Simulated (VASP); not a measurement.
A run of VASP 6.6.1 is set up as follows.

Contents of POSCAR:

```
Ni3Ge
1.0
    3.5303341067      0.0000000000      0.0000000000
    0.0000000000      3.5303341067      0.0000000000
    0.0000000000      0.0000000000      3.5303341067
Ni Ge
3 1
Direct
    0.5000000000      0.0000000000      0.5000000000
    0.0000000000      0.5000000000      0.5000000000
    0.5000000000      0.5000000000      0.0000000000
    0.0000000000      0.0000000000      0.0000000000
```

Contents of INCAR.step1:

```
PREC = Accurate ; ENCUT = 660
ISMEAR = 0 ; SIGMA = 0.1
LREAL = F ; LASPH = T
NELM = 120 ; GGA = PE
ALGO = Normal ; EDIFF = 1E-5
LWAVE = T ; LCHARG = F
GGA_COMPAT = F ; IBRION = 2
ISIF = 3 ; EDIFFG = -0.005
NELMIN = 4 ; NSW = 100
```

INCAR.step2

```
PREC = Accurate ; ENCUT = 660
EDIFF = 1E-7 ; ISMEAR = 0
SIGMA = 0.1 ; LREAL = F
LASPH = T ; NELM = 120
ALGO = Normal ; ISIF = 3
LWAVE = F ; LCHARG = F
METAGGA = R2SCAN ; LMIXTAU = T
IVDW = 13 ; VDW_S6 = 1.0
VDW_S8 = 0.6018749 ; VDW_A1 = 0.51559235
VDW_A2 = 5.77342911 ; IBRION = 2
NSW = 80 ; EDIFFG = -0.01
ISTART = 1 ; GGA_COMPAT = F
NELMIN = 4
```

File KPOINTS:

```
Automatic mesh
0
Gamma
  12 12 12
```

Potentials or basis: VASP PAW PBE potentials, release 64 (Ni, Ge_d).

Launch:

```sh
$ cat potpaw_PBE.64/Ni/POTCAR potpaw_PBE.64/Ge_d/POTCAR > POTCAR
$ cp INCAR.step1 INCAR
$ mpirun -np 1 vasp_std > vasp.out
$ cp INCAR.step2 INCAR
$ mpirun -np 1 vasp_std > vasp.out
```

What does it give for the band gap on the k mesh?

Zero (bands 22 and 23 overlap by 0.27 eV).

Estimate the relaxed volume.

10.92 Å³/atom.

Predict the space group after relaxing (to 0.1 Å).

Pm-3m (No. 221).

What does it give for the dispersion energy per atom?

-0.169 eV.

Final structure:
```xyz
4
Lattice="3.5221 0.0000 0.0000 0.0000 3.5221 0.0000 0.0000 0.0000 3.5221" Properties=species:S:1:pos:R:3 pbc="T T T"
Ni    1.7611    0.0000    1.7611
Ni    0.0000    1.7611    1.7611
Ni    1.7611    1.7611    0.0000
Ge    0.0000    0.0000    0.0000
```

Caveat: the PAW data sets were made with another functional, which shifts forces and pressure a little. Spin polarisation is off, so any magnetic state and its effect on volume and gap are missing.
